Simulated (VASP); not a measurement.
# SiC (rock salt): single point with PBEsol

The system is SiC (rock salt).

```
CELL_PARAMETERS angstrom
0.00000 1.79357 1.79357
1.79357 0.00000 1.79357
1.79357 1.79357 0.00000
ATOMIC_POSITIONS crystal
Si 0.00000 0.00000 0.00000
C 0.50000 0.50000 0.50000
```

This cell differs from its parent crystal: volume scaled by 0.7.

```json
{
 "Program": "VASP 6.6.1",
 "Task": "single point",
 "Functional": "PBEsol",
 "Potentials or basis": "VASP PAW PBE potentials, release 64 (Si, C)",
 "Cutoff": "600 eV",
 "k mesh": "16 × 16 × 16",
 "Occupations": "gaussian, width 0.05 eV",
 "Spin": "no spin polarisation"
}
```

```yaml
Pressure: 193.4 GPa
Band_gap_on_the_k_mesh: 0.43 eV, indirect (least direct gap 6.37 eV)
```

Levels at points of the mesh, in eV from the valence-band top:
```tsv
k point	band 1	band 2	band 3	band 4	band 5	band 6	band 7	band 8
(0.00, 0.00, 0.00)	-23.23	0.00	0.00	0.00	8.89	8.89	8.89	15.17
(0.50, 0.00, 0.00)	-16.44	-14.92	-2.26	-2.26	7.16	7.16	8.28	13.75
(0.50, 0.50, 0.00)	-13.58	-13.55	-5.94	-5.94	0.43	1.97	20.35	20.85
```

Run time: 14 s on 1 thread of Intel(R) Xeon(R) Platinum 8375C CPU @ 2.90GHz (Ice Lake), on a shared host, peak memory 0.13 GiB.

Caveat: the PAW data sets were made with another functional, which shifts forces and pressure a little. A k mesh can miss the band edges.
